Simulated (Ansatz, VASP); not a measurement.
La2O3 in VASP and in Ansatz

```
CELL_PARAMETERS angstrom
3.93078 0.00000 0.00000
-1.96539 3.40415 0.00000
0.00000 0.00000 6.11195
ATOMIC_POSITIONS crystal
La 0.33333 0.66667 0.24624
La 0.66667 0.33333 0.75376
O 0.00000 0.00000 0.00000
O 0.33333 0.66667 0.64589
O 0.66667 0.33333 0.35411
```

Alike in both runs: functional LDA; k mesh 8 × 8 × 5; occupations fermi-dirac, width 0.05 eV; no spin polarisation.

```csv
,VASP,Ansatz
version,VASP 6.6.1,Ansatz 0.2.0
potentials or method,"VASP PAW LDA potentials, release 64 (La, O), cutoff 520 eV","all-electron LAPW, scalar-relativistic"
task,single point,band structure
```

Ansatz gave:

| Item | Value |
| --- | --- |
| gap on the k mesh at the Fermi level (eV) | 3.78 |
| least direct gap on the mesh (eV) | 3.92 |
| pressure (GPa) | -6.3 |
| traceless stress, the component that is largest in VASP (GPa) | 0.39 |
| rms of the force components (eV/Å) | 0.061 |

Question: Which values does VASP return?

Answer: gap on the k mesh at the Fermi level (eV): 3.77; least direct gap on the mesh (eV): 3.91; pressure (GPa): -6.4; traceless stress, the component that is largest in VASP (GPa): 0.38; rms of the force components (eV/Å): 0.058.

LDA's correlation is that of Perdew and Zunger in VASP and of Perdew and Wang (1992) in Ansatz. Atom by atom the forces differ by 0.003 eV/Å (rms over components). Ansatz ran all-electron here, and VASP with PAW potentials.

Neither program's run includes spin-orbit coupling.
